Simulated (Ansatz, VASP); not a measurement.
# InC2 in VASP and in Ansatz

```xyz
6
Lattice="5.4476 0.0000 0.0000 0.0000 5.4476 0.0000 0.0000 0.0000 5.5629" Properties=species:S:1:pos:R:3 pbc="T T T"
In    2.7238    2.7238    0.0000
In    0.0000    0.0000    0.0000
C     4.9944    3.1769    0.0000
C     0.4531    2.2706    0.0000
C     3.1769    0.4531    0.0000
C     2.2706    4.9944    0.0000
```

Alike in both runs: functional PBE; k mesh 8 × 8 × 10; occupations gaussian, width 0.1 eV; no spin polarisation.

Ansatz relaxed the structure, and its values are those at the end. VASP's run is a single point on that final structure, the one shown.

```csv
,VASP,Ansatz
version,VASP 6.6.1,Ansatz 0.2.0
potentials or method,"VASP PAW PBE potentials, release 64 (In_d, C), cutoff 520 eV","scalar-relativistic, plane waves, PAW"
valence electrons in the cell,42,42
```

VASP gave:

| Property | Result |
| --- | --- |
| gap on the k mesh at the Fermi level (eV) | none |
| pressure (GPa) | 0.1 |
| rms of the force components (eV/Å) | 0.041 |

Problem. What did Ansatz give for the same quantities?

Solution. gap on the k mesh at the Fermi level (eV): none; pressure (GPa): 0.0; rms of the force components (eV/Å): 0.000.

A gap of «none» marks a metal or a gap that the smearing closes.
